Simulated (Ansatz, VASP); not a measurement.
Two plane-wave programs on Sr

```
Sr
1.0
    -3.15051    3.15051    1.69323
     3.15051   -3.15051    1.69323
     3.15051    3.15051   -1.69323
Sr
2
Direct
  0.62500 0.87500 0.75000
  0.37500 0.12500 0.25000
```

Change from the starting cell: volume scaled by 0.6, PAW files.

Alike in both runs: task single point; functional PBE; k mesh 12 × 12 × 12; occupations fermi-dirac, width 0.1 eV; no spin polarisation.

|  | VASP | Ansatz |
| --- | --- | --- |
| version | VASP 6.6.1 | Ansatz 0.2.0 |
| potentials or method | VASP PAW PBE potentials, release 64 (Sr_sv) | PAW with Ansatz's default frozen-core files, scalar-relativistic |
| plane-wave cutoff (eV) | 520 | 420 |
| valence electrons in the cell | 20 | 20 |

Ansatz gave:

| Quantity | Value |
| --- | --- |
| pressure (GPa) | 9.9 |
| traceless stress, the component that is largest in VASP (GPa) | 0.34 |

Question: What did VASP give for the same quantities?

Answer: Pressure (GPa): 10.0; traceless stress, the component that is largest in VASP (GPa): 0.33.
